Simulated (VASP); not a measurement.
# Si5Br2 (Pmmm) in VASP: notebook

The runs below take Si5Br2 through relaxation of cell and atoms, single point, with PBE.

All numbers are computed with VASP 6.6.1; they aren't measurements. Logs are shortened: lines on timing, memory, paths and dates and some standing lists are left out, and cuts for length are marked.

## 1. The cell of the first run

The structure is orthorhombic, space group Pmmm (No. 47). Conventional cell: a = 4.501 Å, b = 4.770 Å, c = 7.610 Å, α = 90.00°, β = 90.00°, γ = 90.00°. Si (site symmetry mm2) has 3 Br at 2.43 to 2.64 Å and 1 Si at 2.75 Å within 3.2 Å. Within 3.2 Å of Si (site symmetry mmm) lie 2 Br at 2.39 Å. Within 3.0 Å of Si (site symmetry mmm) lie 2 Br at 2.25 Å. Si (site symmetry mmm) has 2 Br at 2.39 Å within 3.2 Å. Within 3.2 Å of Br (site symmetry mmm) lie 6 Si at 2.39 to 2.64 Å. Within 3.0 Å of Br (site symmetry mmm) lie 6 Si at 2.25 to 2.43 Å.

## 2. Relaxation of cell and atoms, PBE

Contents of INCAR:

```
SYSTEM = Si5Br2
ALGO     = Normal         ! electronic algorithm
EDIFF    = 1E-6           ! SCF threshold, eV
EDIFFG   = -0.04          ! ionic threshold
ENCUT    = 600            ! plane-wave cutoff, eV
GGA      = PE             ! functional
IBRION   = 2              ! ionic algorithm
ISIF     = 3              ! what is computed and relaxed
ISMEAR   = 0              ! smearing method
LASPH    = .TRUE.         ! aspherical terms in the spheres
LCHARG   = .FALSE.        ! write CHGCAR
LREAL    = .FALSE.        ! projectors in reciprocal space
LWAVE    = .FALSE.        ! write WAVECAR
NELM     = 80             ! most SCF steps
NSW      = 90             ! ionic steps
PREC     = Accurate       ! precision mode
SIGMA    = 0.1            ! smearing width, eV
```

Contents of KPOINTS:

```
k-points
0
G
  4 4 2
  0 0 0
```

Contents of POSCAR:

```
Si5Br2
1.0
    4.5009895000      0.0000000000      0.0000000000
    0.0000000000      4.7702899700      0.0000000000
    0.0000000000      0.0000000000      7.6101853200
Si Br
5 2
Direct
    0.0000000000      0.0000000000      0.3190000100
    0.0000000000      0.0000000000      0.6809999900
    0.5000000000      0.5000000000      0.5000000000
    0.5000000000      0.0000000000      0.0000000000
    0.0000000000      0.5000000000      0.0000000000
    0.5000000000      0.0000000000      0.5000000000
    0.0000000000      0.0000000000      0.0000000000
```

Potentials or basis: VASP PAW PBE potentials, release 64 (Si, Br).

On the command line:

```sh
cat potpaw_PBE.64/Si/POTCAR potpaw_PBE.64/Br/POTCAR > POTCAR
mpirun -np 1 vasp_std > vasp.out
```

OUTCAR:

```text
SYSTEM = Si5Br2
   EDIFF = 1E-6
   EDIFFG = -0.04
   ENCUT = 600
   GGA = PE
   IBRION = 2
   ISIF = 3
   ISMEAR = 0
   LASPH = .TRUE.
   LREAL = .FALSE.
   NELM = 80
   NSW = 90
   PREC = Accurate

 ion  position               nearest neighbor table
   1  0.000  0.000  0.319-   7 2.43   6 2.64   6 2.64   2 2.75
   2  0.000  0.000  0.681-   7 2.43   6 2.64   6 2.64   1 2.75
   3  0.500  0.500  0.500-   6 2.39   6 2.39
   4  0.500  0.000  0.000-   7 2.25   7 2.25
   5  0.000  0.500  0.000-   7 2.39   7 2.39
   6  0.500  0.000  0.500-   3 2.39   3 2.39   1 2.64   2 2.64   1 2.64   2 2.64
   7  0.000  0.000  0.000-   4 2.25   4 2.25   5 2.39   5 2.39   1 2.43   2 2.43

  LATTYP: Found a simple orthorhombic cell.
 ALAT       =     4.5009895000
 B/A-ratio  =     1.0598313926
 C/A-ratio  =     1.6907805095

  Lattice vectors:

 A1 = (   4.5009895000,   0.0000000000,   0.0000000000)
 A2 = (   0.0000000000,   4.7702899700,   0.0000000000)
 A3 = (   0.0000000000,   0.0000000000,   7.6101853200)

Analysis of symmetry for initial positions (statically):
=====================================================================
 Subroutine PRICEL returns:
 Original cell was already a primitive cell.

 Routine SETGRP: Setting up the symmetry group for a
 simple orthorhombic supercell.

 Subroutine GETGRP returns: Found  8 space group operations
 (whereof  8 operations were pure point group operations)
 out of a pool of  8 trial point group operations.

The static configuration has the point symmetry D_2h.

Analysis of symmetry for dynamics (positions and initial velocities):
=====================================================================
 Subroutine PRICEL returns:
 Original cell was already a primitive cell.

 Routine SETGRP: Setting up the symmetry group for a
 simple orthorhombic supercell.

 Subroutine GETGRP returns: Found  8 space group operations
 (whereof  8 operations were pure point group operations)
 out of a pool of  8 trial point group operations.

The dynamic configuration has the point symmetry D_2h.

 Subroutine INISYM returns: Found  8 space group operations
 (whereof  8 operations are pure point group operations),
 and found     1 'primitive' translations

----------------------------------------------------------------------------------------

                                     Primitive cell

  volume of cell :     163.3985

  direct lattice vectors                    reciprocal lattice vectors
     4.500989500  0.000000000  0.000000000     0.222173369  0.000000000  0.000000000
     0.000000000  4.770289970  0.000000000     0.000000000  0.209630862  0.000000000
     0.000000000  0.000000000  7.610185320     0.000000000  0.000000000  0.131402845

  length of vectors
     4.500989500  4.770289970  7.610185320     0.222173369  0.209630862  0.131402845

  position of ions in fractional coordinates (direct lattice)
     0.000000000  0.000000000  0.319000010
     0.000000000  0.000000000  0.680999990
     0.500000000  0.500000000  0.500000000
     0.500000000  0.000000000  0.000000000
     0.000000000  0.500000000  0.000000000
     0.500000000  0.000000000  0.500000000
     0.000000000  0.000000000  0.000000000

  ion indices of the primitive-cell ions
   primitive index   ion index
                 1           1
                 2           2
                 3           3
                 4           4
                 5           5
                 6           6
                 7           7

----------------------------------------------------------------------------------------

 KPOINTS: k-points

Automatic generation of k-mesh.
 Grid dimensions read from file:
 generate k-points for:    4    4    2

 Generating k-lattice:

  Cartesian coordinates                     Fractional coordinates (reciprocal lattice)
     0.055543342  0.000000000  0.000000000     0.250000000  0.000000000  0.000000000
     0.000000000  0.052407716  0.000000000     0.000000000  0.250000000  0.000000000
     0.000000000  0.000000000  0.065701422     0.000000000  0.000000000  0.500000000

  Length of vectors
     0.055543342  0.052407716  0.065701422

  Shift w.r.t. Gamma in fractional coordinates (k-lattice)
     0.000000000  0.000000000  0.000000000

 Subroutine IBZKPT returns following result:
 ===========================================

 Found     18 irreducible k-points:

 Following reciprocal coordinates:
            Coordinates               Weight
  0.000000  0.000000  0.000000      1.000000
  0.250000  0.000000  0.000000      2.000000
  0.500000  0.000000  0.000000      1.000000
  0.000000  0.250000  0.000000      2.000000
  0.250000  0.250000  0.000000      4.000000
  0.500000  0.250000  0.000000      2.000000
[... 10 lines left out ...]
  0.250000  0.500000  0.500000      2.000000
  0.500000  0.500000  0.500000      1.000000
   k-points           NKPTS =     18   k-points in BZ     NKDIM =     18   number of bands    NBANDS=     21
   number of dos      NEDOS =    301   number of ions     NIONS =      7
   total plane-waves  NPLWV =  92160
   dimension x,y,z NGX =    36 NGY =   40 NGZ =   64
   dimension x,y,z NGXF=    72 NGYF=   80 NGZF=  128
   ions per type =               5   2
   NGX,Y,Z   is equivalent  to a cutoff of  13.30, 13.94, 13.98 a.u.
   NGXF,Y,Z  is equivalent  to a cutoff of  26.59, 27.88, 27.96 a.u.
 SYSTEM =  Si5Br2
   PREC   = accura    normal or accurate (medium, high low for compatibility)
   ISTART =      0    job   : 0-new  1-cont  2-samecut
   ICHARG =      2    charge: 1-file 2-atom 10-const
   ISPIN  =      1    spin polarized calculation?
   LNONCOLLINEAR =      F non collinear calculations
   LSORBIT =      F    spin-orbit coupling
   LASPH  =      T    aspherical Exc in radial PAW
   ENCUT  =  600.0 eV  44.10 Ry    6.64 a.u.   8.99  9.53 15.20*2*pi/ulx,y,z
   NELM   =     80;   NELMIN=  2; NELMDL= -5     # of ELM steps
   EDIFF  = 0.1E-05   stopping-criterion for ELM
   LREAL  =      F    real-space projection
   EDIFFG = -.4E-01   stopping-criterion for IOM
   NSW    =     90    number of steps for IOM
   IBRION =      2    ionic relax: 0-MD 1-quasi-New 2-CG
   NFREE  =      1    steps in history (QN), initial steepest desc. (CG)
   ISIF   =      3    stress and relaxation
   ISYM   =      2    0-nonsym 1-usesym 2-fastsym
   POTIM  = 0.5000    time-step for ionic-motion
   TEBEG  =    0.0;   TEEND  =   0.0 temperature during run
   PSTRESS=    0.0 pullay stress
   NELECT =      34.0000    total number of electrons
   NUPDOWN=      -1.0000    fix difference up-down
   EMIN   =  10.00;   EMAX   =-10.00  energy-range for DOS
   EFERMI =   0.00;   METHOD = LEGACY
   ISMEAR =     0;   SIGMA  =   0.10  broadening in eV -4-tet -1-fermi 0-gaus
   EFERMI_NEDOS =   21; number of points for ismear=-14 and -15
   IALGO  =     38    algorithm
   IMIX   =      4    mixing-type and parameters
     AMIX     =   0.40;   BMIX     =  1.00
     AMIX_MAG =   1.60;   BMIX_MAG =  1.00
  volume/ion in A,a.u.               =      23.34       157.52
  Fermi-wavevector in a.u.,A,eV,Ry     =   0.970104  1.833231 12.804477  0.941103
  Thomas-Fermi vector in A             =   2.100212
   LORBIT       =      0    0 simple, 1 ext, 2 COOP (PROOUT), +10 PAW based schemes
   GGA     = PE    functional components
   LHFCALC =     F    Hartree Fock is set to
   AEXX    =    0.0000 exact exchange contribution
   IVDW    =     0    specifies the selected vdW correction
   LEPSILON=     F    determine dielectric tensor
   LRPA    =     F    only Hartree local field effects (RPA)
 conjugate gradient relaxation of ions
 non-spin polarized calculation
 Gauss-broadening in eV      SIGMA  =   0.10
  energy-cutoff  :      600.00
  volume of cell :      163.40
 maximum number of plane-waves:      5490
 NGX is ok and might be reduce to    36
   NGX = 17   NGY = 19   NGZ = 31

--------------------------------------- Ionic step        1  -------------------------------------------

 number of electron      33.9999998 magnetization

 Free energy of the ion-electron system (eV)
  ---------------------------------------------------
  ext. energy  EPLUGINS =         0.00000000
  ---------------------------------------------------
  free energy    TOTEN  =       -16.78592248 eV

  energy without entropy =      -16.74739118  energy(sigma->0) =      -16.76665683

------------------------ aborting loop because EDIFF is reached ----------------------------------------

  FORCE on cell =-STRESS in cart. coord.  units (eV):
  Direction    XX          YY          ZZ          XY          YZ          ZX
  --------------------------------------------------------------------------------------
  -------------------------------------------------------------------------------------
  Total       17.7133395     15.3457140      7.0573651      0.0000000      0.0000000      0.0000000
  in kB      173.6852815    150.4699130     69.1998501      0.0000000      0.0000000      0.0000000
  external PRESSURE =     131.1183482 kB  Pullay stress =       0.0000000 kB
[... 104 lines left out ...]
  FREE ENERGIE OF THE ION-ELECTRON SYSTEM (eV)
  ---------------------------------------------------
  free  energy   TOTEN  =       -18.7759509893 eV

  energy  without entropy=      -18.7264044392  energy(sigma->0) =      -18.75117771

[... ionic steps 4 to 10 ...]

--------------------------------------- Ionic step       11  -------------------------------------------

 number of electron      34.0000006 magnetization

------------------------ aborting loop because EDIFF is reached ----------------------------------------

  FORCE on cell =-STRESS in cart. coord.  units (eV):
  Direction    XX          YY          ZZ          XY          YZ          ZX
  --------------------------------------------------------------------------------------
  -------------------------------------------------------------------------------------
  Total       -0.5050584      0.2652819      1.0505359     -0.0000000      0.0000000      0.0000000
  in kB       -3.7355994      1.9621230      7.7701533     -0.0000000      0.0000000      0.0000000
  external PRESSURE =       1.9988923 kB  Pullay stress =       0.0000000 kB
[... 67 lines left out ...]
  energy  without entropy=      -19.3168760644  energy(sigma->0) =      -19.33530019

--------------------------------------- Ionic step       13  -------------------------------------------

 number of electron      34.0000006 magnetization

 Free energy of the ion-electron system (eV)
  ---------------------------------------------------
  ext. energy  EPLUGINS =         0.00000000
  ---------------------------------------------------
  free energy    TOTEN  =       -19.35478459 eV

  energy without entropy =      -19.31803549  energy(sigma->0) =      -19.33641004

 E-fermi :   2.8053     XC(G=0):  -8.0799

 val. band max:        2.7969299115   @ k =   0.5000   0.5000   0.5000
 cond. band min:       2.8060688656   @ k =   0.5000   0.0000   0.0000
 fundamental gap:      0.0091389541
 Fermi energy:         2.8052742849

 k-point     1 :       0.0000    0.0000    0.0000
  band No.  band energies     occupation
      1     -14.8718      2.00000
      2     -14.1375      2.00000
      3      -5.5423      2.00000
      4      -4.8963      2.00000
      5      -4.1572      2.00000
      6      -4.1482      2.00000
[... 455 lines left out ...]
  FREE ENERGIE OF THE ION-ELECTRON SYSTEM (eV)
  ---------------------------------------------------
  free  energy   TOTEN  =       -19.3547845920 eV

  energy  without entropy=      -19.3180354875  energy(sigma->0) =      -19.33641004

 reached required accuracy - stopping structural energy minimisation
```

Run time: 5.3 min. Hardware: 1 thread of Intel Xeon 6975P-C (Granite Rapids), shared host; peak memory 0.34 GiB.

What came out:

- Free energy: -19.3548 eV
- Relaxed volume: 31.06 Å³/atom
- Relaxed cell: a = 5.296 Å, b = 5.264 Å, c = 7.799 Å, α = 90.00°, β = 90.00°, γ = 90.00°
- Space group after relaxing (to 0.05 Å): Pmmm (No. 47)
- Energy gained by relaxing: 367.0 meV/atom
- Ionic steps: 13
- Pressure after relaxing: 0.0 GPa
- Largest force after relaxing: 0.009 eV/Å
- Band gap on the k mesh: zero (band 17 reaches 3.34 eV, above the bottom of band 18 at 2.34 eV)

Forces on the atoms (eV/Å):
```
Si   0.000  0.000  0.009
Si   0.000  0.000 -0.009
Si   0.000  0.000  0.000
Si   0.000  0.000  0.000
Si   0.000  0.000  0.000
Br   0.000  0.000  0.000
Br   0.000  0.000  0.000
```

Step by step:
```
step  energy change (eV)  largest force (eV/Å)  pressure (GPa)  volume (Å³)
   1              0.0000                1.1921           13.11       163.40
   2             -1.9729                1.2430           -0.02       212.60
   3             -1.9900                1.4248           -0.95       220.95
   4             -2.2971                1.4583           -0.84       220.14
   5             -1.8860                4.5613            2.30       216.68
   6             -2.4421                1.2445           -0.67       219.49
   7             -2.5091                0.3740            0.16       218.20
   8             -2.5324                0.5386           -0.31       218.77
   9             -2.5351                0.3700           -0.23       218.64
  10             -2.5623                0.1818            0.19       216.68
  11             -2.5624                0.2012            0.20       216.62
  12             -2.5678                0.0881           -0.04       217.74
  13             -2.5689                0.0093            0.02       217.41
```

Final structure:
```cif
data_structure
_symmetry_space_group_name_H-M 'P 1'
_symmetry_Int_Tables_number 1
_cell_length_a 5.2958
_cell_length_b 5.2636
_cell_length_c 7.7995
_cell_angle_alpha 90.000
_cell_angle_beta 90.000
_cell_angle_gamma 90.000
_cell_volume 217.41
loop_
_atom_site_label
_atom_site_type_symbol
_atom_site_fract_x
_atom_site_fract_y
_atom_site_fract_z
_atom_site_occupancy
Si1 Si 0.00000 0.00000 0.35355 1
Si2 Si 0.00000 0.00000 0.64645 1
Si3 Si 0.50000 0.50000 0.50000 1
Si4 Si 0.50000 0.00000 0.00000 1
Si5 Si 0.00000 0.50000 0.00000 1
Br1 Br 0.50000 0.00000 0.50000 1
Br2 Br 0.00000 0.00000 0.00000 1
```

Caveat: the k points lie up to 0.40 Å⁻¹ apart in the final cell; the volume moved by over 15 % at a fixed basis, so the end points are rough.

## 3. Single point, PBE

This run uses another cell than the first one, of 30.73 Å³/atom, 1.317 times its volume.

Contents of INCAR:

```
SYSTEM = Si5Br2
PREC = Accurate
ENCUT = 520
EDIFF = 1E-7
ISMEAR = 0
SIGMA = 0.1
LREAL = .FALSE.
LASPH = .TRUE.
NELM = 60
ALGO = Normal
ISIF = 2
LWAVE = .FALSE.
LCHARG = .FALSE.
GGA = PE
NBANDS = 26
```

Contents of KPOINTS:

```
regular mesh
0
G
  8 8 6
  0 0 0
```

Contents of POSCAR:

```
Si5Br2
1.0
    5.2144251665      0.0000000000      0.0000000000
    0.0000000000      5.2073971925      0.0000000000
    0.0000000000      0.0000000000      7.9223643990
Si Br
5 2
Direct
    0.0000000000      0.0000000000      0.3530881206
    0.0000000000      0.0000000000      0.6469118794
    0.5000000000      0.5000000000      0.5000000000
    0.0000000000      0.5000000000      0.0000000000
    0.5000000000      0.0000000000      0.0000000000
    0.0000000000      0.5000000000      0.5000000000
    0.0000000000      0.0000000000      0.0000000000
```

Potentials or basis: VASP PAW PBE potentials, release 64 (Si, Br).

On the command line:

```sh
cat potpaw_PBE.64/Si/POTCAR potpaw_PBE.64/Br/POTCAR > POTCAR
mpirun -np 1 vasp_std > vasp.out
```

It took 3.6 min on 1 thread of Intel Xeon 6975P-C (Granite Rapids), shared host; peak memory 0.61 GiB.

The run converged. Its results:

```yaml
Free_energy: -19.2496 eV
Pressure: 0.0 GPa
Band_gap_on_the_k_mesh: zero (band 17 reaches 3.38 eV, above the bottom of band 18 at 2.33 eV)
```

Forces on the atoms (eV/Å):
```
Si   0.000  0.000  0.002
Si   0.000  0.000 -0.002
Si   0.000  0.000  0.000
Si   0.000  0.000  0.000
Si   0.000  0.000  0.000
Br   0.000  0.000  0.000
Br   0.000  0.000  0.000
```

Levels at points of the mesh, in eV from the Fermi level:
| k point | band 13 | band 14 | band 15 | band 16 | band 17 | band 18 | band 19 | band 20 | band 21 | band 22 |
| --- | --- | --- | --- | --- | --- | --- | --- | --- | --- | --- |
| (0.00, 0.00, 0.00) | -2.16 | -1.49 | -0.28 | -0.23 | 0.16 | 0.54 | 0.84 | 0.86 | 0.90 | 1.03 |
| (0.50, 0.00, 0.00) | -2.01 | -1.80 | -1.44 | -0.92 | -0.55 | 0.03 | 0.11 | 0.30 | 0.39 | 0.45 |
| (0.00, 0.50, 0.00) | -2.21 | -1.14 | -1.04 | -0.52 | -0.42 | -0.21 | -0.05 | 0.13 | 0.52 | 0.52 |
| (0.50, 0.50, 0.00) | -2.15 | -2.14 | -1.92 | -1.15 | -1.06 | -0.46 | -0.46 | -0.24 | 0.53 | 0.59 |
| (0.00, 0.00, 0.50) | -3.32 | -0.49 | -0.03 | 0.51 | 0.51 | 0.66 | 0.71 | 0.73 | 0.98 | 1.11 |
| (0.50, 0.00, 0.50) | -2.14 | -1.64 | -0.98 | -0.34 | -0.24 | 0.14 | 0.37 | 0.45 | 0.52 | 0.62 |
| (0.00, 0.50, 0.50) | -2.17 | -1.51 | -1.20 | -0.48 | -0.25 | -0.19 | 0.49 | 0.49 | 0.96 | 1.03 |
| (0.50, 0.50, 0.50) | -2.18 | -2.11 | -2.02 | -1.41 | -0.05 | -0.04 | 0.52 | 0.54 | 0.56 | 0.64 |
